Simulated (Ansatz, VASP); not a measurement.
## Si in VASP and in Ansatz

```
CELL_PARAMETERS angstrom
0.00000 2.00000 2.00000
2.00000 0.00000 2.00000
2.00000 2.00000 0.00000
ATOMIC_POSITIONS crystal
Si 0.00000 0.00000 0.00000
```

Alike in both runs: task relaxation of cell and atoms; functional PBEsol; k mesh 19 × 19 × 19; occupations fermi-dirac, width 0.05 eV; no spin polarisation.

```csv
,VASP,Ansatz
version,VASP 6.6.1,Ansatz 0.2.0
potentials or method,"VASP PAW PBE potentials, release 64 (Si)","PAW with Ansatz's default frozen-core files, scalar-relativistic"
plane-wave cutoff (eV),500,420
valence electrons in the cell,4,4
```

VASP gave:

| Property | Result |
| --- | --- |
| relaxed volume (Å³/atom) | 14.10 |
| relaxed cell length with the largest relative difference (Å) | 2.712 |

What did Ansatz give for the same quantities?

Relaxed volume (Å³/atom): 14.09; relaxed cell length with the largest relative difference (Å): 2.711.

VASP's potentials were made for PBE, not for PBEsol.
